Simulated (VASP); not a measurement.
Here is a VASP 6.6.1 calculation.

The input INCAR:

```
SYSTEM = BaTiO3
PREC     = Accurate       ! precision mode
ENCUT    = 520            ! plane-wave cutoff, eV
EDIFF    = 1E-6           ! SCF threshold, eV
ISMEAR   = -1             ! smearing method
SIGMA    = 0.05           ! smearing width, eV
LREAL    = .False.        ! projectors in reciprocal space
LASPH    = .True.         ! aspherical terms in the spheres
NELM     = 60             ! most SCF steps
ALGO     = Normal         ! electronic algorithm
ISIF     = 2              ! what is computed and relaxed
LWAVE    = .False.        ! write WAVECAR
LCHARG   = .False.        ! write CHGCAR
GGA      = B5             ! functional
ALDAX    = 1.0          
AGGAX    = 1.0          
AGGAC    = 1.0          
ALDAC    = 0.0          
NBANDS   = 28             ! bands
```

Contents of KPOINTS:

```
Automatic mesh
0
Gamma
  7 7 7
  0 0 0
```

POSCAR

```
BaTiO3
1.0
    3.9750615540      0.0000000000      0.0000000000
    0.0000000000      3.9750615540      0.0000000000
    0.0000000000      0.0000000000      4.5344518842
Ba Ti O
1 1 3
Direct
    0.0000000000      0.0000000000     -0.0365207041
    0.5000000000      0.5000000000      0.4584544652
    0.0000000000      0.5000000000      0.5284296200
    0.5000000000      0.0000000000      0.5284296200
    0.5000000000      0.5000000000      0.0642069988
```

Potentials or basis: VASP PAW PBE potentials, release 64 (Ba_sv, Ti_sv, O).

Run with:

```sh
$ cat potpaw_PBE.64/Ba_sv/POTCAR potpaw_PBE.64/Ti_sv/POTCAR potpaw_PBE.64/O/POTCAR > POTCAR
$ mpirun -np 1 vasp_std > vasp.out
```

(1) Predict the pressure.

(2) Predict the largest force.

(3) Predict the band gap on the k mesh.

## Answers

(1) 1.5 GPa.

(2) 0.186 eV/Å.

(3) 1.89 eV, indirect (least direct gap 2.49 eV).

Caveat: the PAW data sets were made with another functional, which shifts forces and pressure a little; spin-orbit coupling is left out, which moves the levels of the heavy elements.
